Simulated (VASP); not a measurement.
# SnRu (P-6m2) in VASP: notebook, part 2 of 2

VASP 6.6.1. The steps go on from the part before.

### Step 4. Relaxation of cell and atoms, PBE

INCAR reads:

```
SYSTEM = SnRu
PREC = Accurate
ENCUT = 600
EDIFF = 1E-7
ISMEAR = 0
SIGMA = 0.1
LREAL = .FALSE.
LASPH = .TRUE.
NELM = 100
ALGO = Fast
ISIF = 3
LWAVE = .FALSE.
LCHARG = .FALSE.
GGA = PE
IBRION = 2
NSW = 100
EDIFFG = -0.01
```

KPOINTS reads:

```
Automatic mesh
0
G
  18 18 14
  0 0 0
```

POSCAR reads:

```
SnRu
1.0
    3.2472714031      0.0000000000      0.0000000000
   -1.6236357016      2.8122195281      0.0000000000
    0.0000000000      0.0000000000      3.9338529520
Sn Ru
1 1
Direct
    0.6666666667      0.3333333333      0.5000000000
    0.3333333333      0.6666666667      0.0000000000
```

Potentials or basis: VASP PAW PBE potentials, release 64 (Sn_d, Ru_pv).

Command:

```sh
$ cat potpaw_PBE.64/Sn_d/POTCAR potpaw_PBE.64/Ru_pv/POTCAR > POTCAR
$ mpirun -np 1 vasp_std > vasp.out
```

OUTCAR:

```text
SYSTEM = SnRu
   PREC = Accurate
   ENCUT = 600
   EDIFF = 1E-7
   ISMEAR = 0
   LREAL = .FALSE.
   LASPH = .TRUE.
   NELM = 100
   ISIF = 3
   GGA = PE
   IBRION = 2
   NSW = 100
   EDIFFG = -0.01

 ion  position               nearest neighbor table
   1  0.667  0.333  0.500-   2 2.72   2 2.72   2 2.72   2 2.72   2 2.72   2 2.72
   2  0.333  0.667  0.000-   1 2.72   1 2.72   1 2.72   1 2.72   1 2.72   1 2.72

  LATTYP: Found a hexagonal cell.
 ALAT       =     3.2472714031
 C/A-ratio  =     1.2114333740

  Lattice vectors:

 A1 = (   3.2472714031,   0.0000000000,   0.0000000000)
 A2 = (  -1.6236357016,   2.8122195281,   0.0000000000)
 A3 = (   0.0000000000,   0.0000000000,   3.9338529520)

Analysis of symmetry for initial positions (statically):
=====================================================================
 Subroutine PRICEL returns:
 Original cell was already a primitive cell.

 Routine SETGRP: Setting up the symmetry group for a
 hexagonal supercell.

 Subroutine GETGRP returns: Found 12 space group operations
 (whereof 12 operations were pure point group operations)
 out of a pool of 24 trial point group operations.

The static configuration has the point symmetry D_3h.
[... 171 lines left out ...]
  -------------------------------------------------------------------------------------
  Total       -0.0437196     -0.0437196      0.6493558      0.0000000     -0.0000000     -0.0000000
  in kB       -1.9498463     -1.9498463     28.9605900      0.0000000     -0.0000000     -0.0000000
  external PRESSURE =       8.3536325 kB  Pullay stress =       0.0000000 kB
[... 275 lines left out ...]
--------------------------------------- Ionic step        9  -------------------------------------------

 number of electron      28.0000001 magnetization

 Free energy of the ion-electron system (eV)
  ---------------------------------------------------
  ext. energy  EPLUGINS =         0.00000000
  ---------------------------------------------------
  free energy    TOTEN  =       -12.92486773 eV

  energy without entropy =      -12.91544162  energy(sigma->0) =      -12.92015467

 E-fermi :  11.1118     XC(G=0): -12.3934

 val. band max:       11.1113476153   @ k =   0.3333   0.0556   0.5000
 cond. band min:      11.1151377918   @ k =   0.3333   0.1667   0.1429
 fundamental gap:      0.0037901764
 Fermi energy:        11.1117944051

 k-point     1 :       0.0000    0.0000    0.0000
  band No.  band energies     occupation
      1     -31.1724      2.00000
      2     -31.0760      2.00000
      3     -31.0760      2.00000
      4     -10.4202      2.00000
      5     -10.4202      2.00000
      6     -10.3457      2.00000
[... 481 lines left out ...]
      5     -10.3150      2.00000
      6     -10.2596      2.00000
[... 10 lines left out ...]
     17      16.3996      0.00000
     18      17.3704      0.00000

 [... further k-points ...]

------------------------ aborting loop because EDIFF is reached ----------------------------------------

  FORCE on cell =-STRESS in cart. coord.  units (eV):
  Direction    XX          YY          ZZ          XY          YZ          ZX
  --------------------------------------------------------------------------------------
  -------------------------------------------------------------------------------------
  Total        0.0027587      0.0027587      0.0029111     -0.0000000      0.0000000      0.0000000
  in kB        0.1232006      0.1232006      0.1300099     -0.0000000      0.0000000      0.0000000
  external PRESSURE =       0.1254704 kB  Pullay stress =       0.0000000 kB
[... 17 lines left out ...]
  FREE ENERGIE OF THE ION-ELECTRON SYSTEM (eV)
  ---------------------------------------------------
  free  energy   TOTEN  =       -12.9248677259 eV

  energy  without entropy=      -12.9154416190  energy(sigma->0) =      -12.92015467

 reached required accuracy - stopping structural energy minimisation
```

CONTCAR:

```text
SnRu
   1.00000000000000
     3.2157287283318201    0.0000000000005596   -0.0000000000000000
    -1.6078643642149397    2.7849027704462159    0.0000000000000000
     0.0000000000000000    0.0000000000000000    4.0059485689526415
  Sn              Ru
     1     1
Direct
     0.6666666667000030    0.3333333332999970    0.5000000000000000
     0.3333333332999970    0.6666666667000030    0.0000000000000000

  0.00000000E+00  0.00000000E+00  0.00000000E+00
  0.00000000E+00  0.00000000E+00  0.00000000E+00
```

Wall time 11 min (1 thread of Intel Xeon 6975P-C (Granite Rapids), shared host); peak memory 0.38 GiB.

What came out:

* Free energy: -12.9249 eV
* Relaxed volume: 17.94 Å³/atom
* Relaxed cell: a = 3.216 Å, b = 3.216 Å, c = 4.006 Å, α = 90.00°, β = 90.00°, γ = 120.00°
* Space group after relaxing (to 0.05 Å): P-6m2 (No. 187)
* Energy gained by relaxing: 3.3 meV/atom
* Ionic steps: 9
* Pressure after relaxing: 0.0 GPa
* Band gap on the k mesh: zero (band 14 reaches 11.66 eV, above the bottom of band 15 at 9.86 eV)

The path:
| step | energy change (eV) | largest force (eV/Å) | pressure (GPa) | volume (Å³) |
| --- | --- | --- | --- | --- |
| 1 | 0.0000 | 0.0000 | 0.84 | 35.92 |
| 2 | -0.0030 | 0.0000 | -1.85 | 36.41 |
| 3 | -0.0036 | 0.0000 | -1.07 | 36.27 |
| 4 | -0.0066 | 0.0000 | -0.15 | 35.92 |
| 5 | -0.0066 | 0.0000 | -0.12 | 35.90 |
| 6 | -0.0066 | 0.0000 | -0.01 | 35.86 |
| 7 | -0.0066 | 0.0000 | -0.09 | 35.89 |
| 8 | -0.0066 | 0.0000 | 0.10 | 35.86 |
| 9 | -0.0066 | 0.0000 | 0.01 | 35.88 |

Final structure:
```
CELL_PARAMETERS angstrom
3.21573 0.00000 0.00000
-1.60786 2.78490 0.00000
0.00000 0.00000 4.00595
ATOMIC_POSITIONS crystal
Sn 0.66667 0.33333 0.50000
Ru 0.33333 0.66667 0.00000
```

Caveat: spin-orbit coupling is left out, which moves the levels of the heavy elements.

### Step 5. Summary

| task | spin | cell | k mesh | cutoff (eV) | gap on the mesh (eV) | pressure (GPa) |
| --- | --- | --- | --- | --- | --- | --- |
| single point | collinear, ferromagnetic start | a = 3.247, b = 3.247, c = 3.934 Å, angles 90.0, 90.0, 120.0°, 2 atoms | 6 × 6 × 4 | 520 | none | 0.4 |
| single point | off | a = 3.216, b = 3.216, c = 4.005 Å, angles 90.0, 90.0, 120.0°, 2 atoms | 18 × 18 × 14 | 520 | none | 0.0 |
| relaxation of cell and atoms | off | relaxed from a = 3.247, b = 3.247, c = 3.934 Å, angles 90.0, 90.0, 120.0°, 2 atoms | 18 × 18 × 14 | 600 | none | 0.0 |

Alike in all rows: level PBE; potentials or basis VASP PAW PBE potentials, release 64 (Sn_d, Ru_pv); smearing gaussian 0.1 eV.

Caveats: some runs use coarse meshes; spin-orbit coupling is left out, which moves the levels of the heavy elements.

Total energies depend on the potentials used, so only differences within one code and one set of settings carry meaning.
